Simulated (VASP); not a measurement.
Wanted: the native input for a VASP 6.6.1 run.

```yaml
Task: single point
Functional: RPBE
Potentials_or_basis: VASP PAW PBE potentials, release 64 (Re)
Cutoff: 520 eV
k_mesh: 16 × 16 × 8
Occupations: fermi-dirac, width 0.1 eV
Spin: no spin polarisation
Dipole_correction: no
Further_INCAR_settings: ALGO = Normal; EDIFF = 1e-07; NBANDS = 14
```

The structure of Re lies in POSCAR:

```
Re
1.0
   -1.7947430225      1.4746342011      1.3155179611
    1.4746342011     -1.7947430225      1.3155179611
    3.3238169203      3.3238169203     -1.9017978538
Re
2
Direct
    0.9583635481      0.0416364519      1.0000000000
    0.7916364519      0.2083635481      0.5000000000
```

One way to write it, as run:

INCAR

```
PREC = Accurate
ENCUT = 520
EDIFF = 1E-7
ISMEAR = -1
SIGMA = 0.1
LREAL = False
LASPH = True
NELM = 100
ALGO = Normal
ISIF = 2
LWAVE = False
LCHARG = False
GGA = RP
NBANDS = 14
```

KPOINTS

```
Automatic mesh
0
Gamma
  16 16 8
```

Potentials or basis: VASP PAW PBE potentials, release 64 (Re).

The run is started by

```sh
$ cat potpaw_PBE.64/Re/POTCAR > POTCAR
$ mpirun -np 1 vasp_std > vasp.out
```

Results of the run:

```
Pressure               : 60.2 GPa
Band gap on the k mesh : zero (bands 7 and 8 overlap by 3.78 eV)
```

Caveat: the cell stands under pressure; the PAW data sets were made with another functional, which shifts forces and pressure a little; spin-orbit coupling is left out, which moves the levels of the heavy elements.

Run time: 7.8 min on 1 thread of Intel Xeon 8259CL, with other jobs on the host, peak memory 0.27 GiB.
